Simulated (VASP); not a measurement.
# Al (Fm-3m) in VASP: single point with HSE06

Aim: the single point of Al with HSE06.

Program: VASP 6.6.1. These are calculated values, not measurements. Logs are shortened: lines on timing, memory, paths and dates and some standing lists are left out, and cuts for length are marked.

### 1 The cell of the first run

Symmetry: Fm-3m, No. 225, cubic system. Conventional cell: a = 4.045 Å, b = 4.045 Å, c = 4.045 Å, α = 90.00°, β = 90.00°, γ = 90.00°. Al (site symmetry m-3m) has 12 Al at 2.86 Å within 3.8 Å.

### 2 Single point, HSE06

File POSCAR:

```
Al
1.0
    0.0000000000      2.0222963920      2.0222963920
    2.0222963920      0.0000000000      2.0222963920
    2.0222963920      2.0222963920      0.0000000000
Al
1
Direct
    0.0000000000      0.0000000000      0.0000000000
```

File INCAR.step1:

```
SYSTEM = Al
PREC = Accurate ; ENCUT = 520
EDIFF = 1E-5 ; ISMEAR = 0
SIGMA = 0.05 ; LREAL = .FALSE.
LASPH = .TRUE. ; NELM = 60
ALGO = Normal ; ISIF = 2
LWAVE = .TRUE. ; LCHARG = .FALSE.
NBANDS = 8 ; GGA = PE
```

File INCAR.step2:

```
SYSTEM = Al
PREC = Accurate ; ENCUT = 520
EDIFF = 1E-7 ; ISMEAR = 0
SIGMA = 0.05 ; LREAL = .FALSE.
LASPH = .TRUE. ; NELM = 60
ALGO = Normal ; ISIF = 2
LWAVE = .FALSE. ; LCHARG = .FALSE.
GGA = PE ; LHFCALC = .TRUE.
HFSCREEN = 0.2079 ; PRECFOCK = Normal
NBANDS = 8 ; ISTART = 1
```

File KPOINTS:

```
regular mesh
0
G
  10 10 10
  0 0 0
```

Potentials or basis: VASP PAW PBE potentials, release 64 (Al).

The run is started by

```
$ cat potpaw_PBE.64/Al/POTCAR > POTCAR
$ cp INCAR.step1 INCAR
$ mpirun -np 1 vasp_std > vasp.out
$ cp INCAR.step2 INCAR
$ mpirun -np 1 vasp_std > vasp.out
```

OUTCAR:

```text
SYSTEM = Al
   PREC = Accurate
   ENCUT = 520
   EDIFF = 1E-7
   ISMEAR = 0
   LREAL = .FALSE.
   LASPH = .TRUE.
   NELM = 60
   ISIF = 2
   GGA = PE
   LHFCALC = .TRUE.
   HFSCREEN = 0.2079
   PRECFOCK = Normal
   ISTART = 1

 ion  position               nearest neighbor table
   1  0.000  0.000  0.000-

  LATTYP: Found a face centered cubic cell.
 ALAT       =     4.0445927840

  Lattice vectors:

 A1 = (   0.0000000000,   2.0222963920,   2.0222963920)
 A2 = (   2.0222963920,   0.0000000000,   2.0222963920)
 A3 = (   2.0222963920,   2.0222963920,   0.0000000000)

Analysis of symmetry for initial positions (statically):
=====================================================================
 Subroutine PRICEL returns:
 Original cell was already a primitive cell.

 Routine SETGRP: Setting up the symmetry group for a
 face centered cubic supercell.

 Subroutine GETGRP returns: Found 48 space group operations
 (whereof 48 operations were pure point group operations)
 out of a pool of 48 trial point group operations.

The static configuration has the point symmetry O_h .

Analysis of symmetry for dynamics (positions and initial velocities):
=====================================================================
 Subroutine PRICEL returns:
 Original cell was already a primitive cell.

 Routine SETGRP: Setting up the symmetry group for a
 face centered cubic supercell.

 Subroutine GETGRP returns: Found 48 space group operations
 (whereof 48 operations were pure point group operations)
 out of a pool of 48 trial point group operations.

The dynamic configuration has the point symmetry O_h .

 Subroutine INISYM returns: Found 48 space group operations
 (whereof 48 operations are pure point group operations),
 and found     1 'primitive' translations

----------------------------------------------------------------------------------------

                                     Primitive cell

  volume of cell :      16.5411

  direct lattice vectors                    reciprocal lattice vectors
     0.000000000  2.022296392  2.022296392    -0.247243679  0.247243679  0.247243679
     2.022296392  0.000000000  2.022296392     0.247243679 -0.247243679  0.247243679
     2.022296392  2.022296392  0.000000000     0.247243679  0.247243679 -0.247243679

  length of vectors
     2.859958985  2.859958985  2.859958985     0.428238614  0.428238614  0.428238614

  position of ions in fractional coordinates (direct lattice)
     0.000000000  0.000000000  0.000000000

  ion indices of the primitive-cell ions
   primitive index   ion index
                 1           1

----------------------------------------------------------------------------------------

 KPOINTS: regular mesh

Automatic generation of k-mesh.
 Grid dimensions read from file:
 generate k-points for:   10   10   10

 Generating k-lattice:

  Cartesian coordinates                     Fractional coordinates (reciprocal lattice)
    -0.024724368  0.024724368  0.024724368     0.100000000  0.000000000  0.000000000
     0.024724368 -0.024724368  0.024724368     0.000000000  0.100000000  0.000000000
     0.024724368  0.024724368 -0.024724368     0.000000000  0.000000000  0.100000000

  Length of vectors
     0.042823861  0.042823861  0.042823861

  Shift w.r.t. Gamma in fractional coordinates (k-lattice)
     0.000000000  0.000000000  0.000000000

 Subroutine IBZKPT returns following result:
 ===========================================

 Found     47 irreducible k-points:

 Following reciprocal coordinates:
            Coordinates               Weight
  0.000000  0.000000  0.000000      1.000000
  0.100000  0.000000  0.000000      8.000000
  0.200000  0.000000  0.000000      8.000000
  0.300000  0.000000  0.000000      8.000000
  0.400000  0.000000  0.000000      8.000000
  0.500000  0.000000  0.000000      4.000000
[... 16 lines left out ...]
  0.300000  0.300000  0.000000      6.000000
  0.400000  0.300000  0.000000     24.000000
 [... further k-points ...]
   k-points           NKPTS =     47   k-points in BZ     NKDIM =   1000   number of bands    NBANDS=      8
   number of dos      NEDOS =    301   number of ions     NIONS =      1
   total plane-waves  NPLWV =  13824
   dimension x,y,z NGX =    24 NGY =   24 NGZ =   24
   dimension x,y,z NGXF=    48 NGYF=   48 NGZF=   48
   ions per type =               1
   NGX,Y,Z   is equivalent  to a cutoff of  13.95, 13.95, 13.95 a.u.
   NGXF,Y,Z  is equivalent  to a cutoff of  27.90, 27.90, 27.90 a.u.
 SYSTEM =  Al
   PREC   = accura    normal or accurate (medium, high low for compatibility)
   ISTART =      1    job   : 0-new  1-cont  2-samecut
   ICHARG =      0    charge: 1-file 2-atom 10-const
   ISPIN  =      1    spin polarized calculation?
   LNONCOLLINEAR =      F non collinear calculations
   LSORBIT =      F    spin-orbit coupling
   LASPH  =      T    aspherical Exc in radial PAW
   ENCUT  =  520.0 eV  38.22 Ry    6.18 a.u.   5.32  5.32  5.32*2*pi/ulx,y,z
   NELM   =     60;   NELMIN=  2; NELMDL=  0     # of ELM steps
   EDIFF  = 0.1E-06   stopping-criterion for ELM
   LREAL  =      F    real-space projection
   EDIFFG = 0.1E-05   stopping-criterion for IOM
   NSW    =      0    number of steps for IOM
   IBRION =     -1    ionic relax: 0-MD 1-quasi-New 2-CG
   NFREE  =      0    steps in history (QN), initial steepest desc. (CG)
   ISIF   =      2    stress and relaxation
   ISYM   =      3    0-nonsym 1-usesym 2-fastsym
   POTIM  = 0.5000    time-step for ionic-motion
   TEBEG  =    0.0;   TEEND  =   0.0 temperature during run
   PSTRESS=    0.0 pullay stress
   NELECT =       3.0000    total number of electrons
   NUPDOWN=      -1.0000    fix difference up-down
   EMIN   =  10.00;   EMAX   =-10.00  energy-range for DOS
   EFERMI =   0.00;   METHOD = LEGACY
   ISMEAR =     0;   SIGMA  =   0.05  broadening in eV -4-tet -1-fermi 0-gaus
   EFERMI_NEDOS =   21; number of points for ismear=-14 and -15
   IALGO  =     38    algorithm
   IMIX   =      1    mixing-type and parameters
     AMIX     =   0.40;   BMIX     =  1.00
     AMIX_MAG =   1.60;   BMIX_MAG =  1.00
  volume/ion in A,a.u.               =      16.54       111.62
  Fermi-wavevector in a.u.,A,eV,Ry     =   0.926674  1.751160 11.683666  0.858725
  Thomas-Fermi vector in A             =   2.052662
   LORBIT       =      0    0 simple, 1 ext, 2 COOP (PROOUT), +10 PAW based schemes
   GGA     = PE    functional components
   LHFCALC =     T    Hartree Fock is set to
   PRECFOCK=normal    Normal, Fast or Accurate (Low or Medium for compatibility)
   ENCUT4O =  -1.0   cutoff for four orbital integrals eV
   NKREDX  =     1    reduce k-point grid by
   NKREDY  =     1    reduce k-point grid by
   NKREDZ  =     1    reduce k-point grid by
   AEXX    =    0.2500 exact exchange contribution
   HFSCREEN=    0.2079 screening length (either q_TF or 0.3 A-1)
   HFSCREENC=   0.2079 screening length for correlation (either q_TF or 0.3 A-1)
   ENCUTFOCK=  -1.0 apply spherical cutoff to Coloumb kernel
   IVDW    =     0    specifies the selected vdW correction
   LEPSILON=     F    determine dielectric tensor
   LRPA    =     F    only Hartree local field effects (RPA)
 non-spin polarized calculation
 Gauss-broadening in eV      SIGMA  =   0.05
  energy-cutoff  :      520.00
  volume of cell :       16.54
 maximum number of plane-waves:       459
 NGX is ok and might be reduce to    24
  NGX = 16; NGY = 16; NGZ = 16

 number of electron       3.0000000 magnetization

 Free energy of the ion-electron system (eV)
  ---------------------------------------------------
  ext. energy  EPLUGINS =         0.00000000
  ---------------------------------------------------
  free energy    TOTEN  =        -4.07907163 eV

  energy without entropy =       -4.07759599  energy(sigma->0) =       -4.07833381

 E-fermi :   8.1332     XC(G=0):  -8.4061

 val. band max:        8.1204815943   @ k =  -0.4000   0.4000   0.1000
 cond. band min:       8.2383643288   @ k =  -0.3000   0.2000   0.0000
 fundamental gap:      0.1178827344
 Fermi energy:         8.1331545540

 k-point     1 :       0.0000    0.0000    0.0000
  band No.  band energies     occupation
      1      -4.7105      2.00000
      2      21.6538      0.00000
      3      21.6538      0.00000
      4      21.6538      0.00000
      5      23.1506      0.00000
      6      23.1506      0.00000
      7      23.1506      0.00000
      8      25.3840      0.00000

 k-point     2 :       0.1000    0.0000    0.0000
  band No.  band energies     occupation
      1      -4.4066      2.00000
      2      18.1727      0.00000
      3      20.8820      0.00000
      4      20.8820      0.00000
      5      23.7776      0.00000
      6      24.3446      0.00000
      7      24.3446      0.00000
      8      27.3268      0.00000

 k-point     3 :       0.2000    0.0000    0.0000
  band No.  band energies     occupation
      1      -3.4964      2.00000
      2      13.9065      0.00000
      3      20.0828      0.00000
      4      20.0828      0.00000
      5      23.4531      0.00000
      6      24.7792      0.00000
      7      24.7792      0.00000
      8      26.8870      0.00000

 k-point     4 :       0.3000    0.0000    0.0000
  band No.  band energies     occupation
      1      -1.9831      2.00000
      2       9.8430      0.00000
      3      19.7121      0.00000
      4      19.7121      0.00000
      5      22.9475      0.00000
      6      22.9475      0.00000
      7      23.2636      0.00000
      8      26.9153      0.00000

 k-point     5 :       0.4000    0.0000    0.0000
  band No.  band energies     occupation
      1       0.1296      2.00000
      2       6.1132      2.00000
      3      19.8105      0.00000
      4      19.8105      0.00000
      5      21.4399      0.00000
      6      21.4399      0.00000
      7      23.4683      0.00000
      8      25.3629      0.00000
[... 177 lines left out ...]
 k-point    22 :      -0.2000    0.2000    0.0000
  band No.  band energies     occupation
      1      -1.4797      2.00000
      2      11.4288      0.00000
      3      13.0767      0.00000
      4      20.1234      0.00000
      5      22.1772      0.00000
      6      24.5384      0.00000
      7      25.5567      0.00000
      8      26.5313      0.00000

 k-point    23 :       0.3000    0.3000    0.0000
  band No.  band energies     occupation
      1      -1.0794      2.00000
      2      14.4914      0.00000
      3      15.3428      0.00000
      4      15.5196      0.00000
      5      15.5196      0.00000
      6      19.2015      0.00000
      7      31.6725      0.00000
      8      32.8640      0.00000

 k-point    24 :       0.4000    0.3000    0.0000
  band No.  band energies     occupation
      1       0.4228      2.00000
      2      11.8369      0.00000
      3      12.3288      0.00000
      4      15.1066      0.00000
      5      16.4782      0.00000
      6      20.2357      0.00000
      7      30.9236      0.00000
      8      33.2376      0.00000

 [... further k-points ...]

------------------------ aborting loop because EDIFF is reached ----------------------------------------

  FORCE on cell =-STRESS in cart. coord.  units (eV):
  Direction    XX          YY          ZZ          XY          YZ          ZX
  --------------------------------------------------------------------------------------
  -------------------------------------------------------------------------------------
  Total       -0.1517701     -0.1517701     -0.1517701     -0.0000000     -0.0000000      0.0000000
  in kB      -14.7005100    -14.7005100    -14.7005100     -0.0000000     -0.0000000      0.0000000
  external PRESSURE =     -14.7005100 kB  Pullay stress =       0.0000000 kB

 VOLUME and BASIS-vectors are now :
 -----------------------------------------------------------------------------
  energy-cutoff  :      520.00
  volume of cell :       16.54
      direct lattice vectors                 reciprocal lattice vectors
     0.000000000  2.022296392  2.022296392    -0.247243679  0.247243679  0.247243679
     2.022296392  0.000000000  2.022296392     0.247243679 -0.247243679  0.247243679
     2.022296392  2.022296392  0.000000000     0.247243679  0.247243679 -0.247243679

 POSITION                                       TOTAL-FORCE (eV/Angst)
 -----------------------------------------------------------------------------------
      0.00000      0.00000      0.00000         0.000000     -0.000000      0.000000
 -----------------------------------------------------------------------------------
    total drift:                                0.000020      0.000024      0.000024

  FREE ENERGIE OF THE ION-ELECTRON SYSTEM (eV)
  ---------------------------------------------------
  free  energy   TOTEN  =        -4.0790716315 eV

  energy  without entropy=       -4.0775959878  energy(sigma->0) =       -4.07833381
```

It took 26 min on 1 thread of AMD EPYC 7R13, shared host; peak memory 0.23 GiB.

What came out:

```yaml
Free_energy: -4.0791 eV
Pressure: -1.5 GPa
Band_gap_on_the_k_mesh: zero (an odd number of electrons rules out a gap without spin polarisation)
```

Caveat: the PAW data sets were made with another functional, which shifts forces and pressure a little.
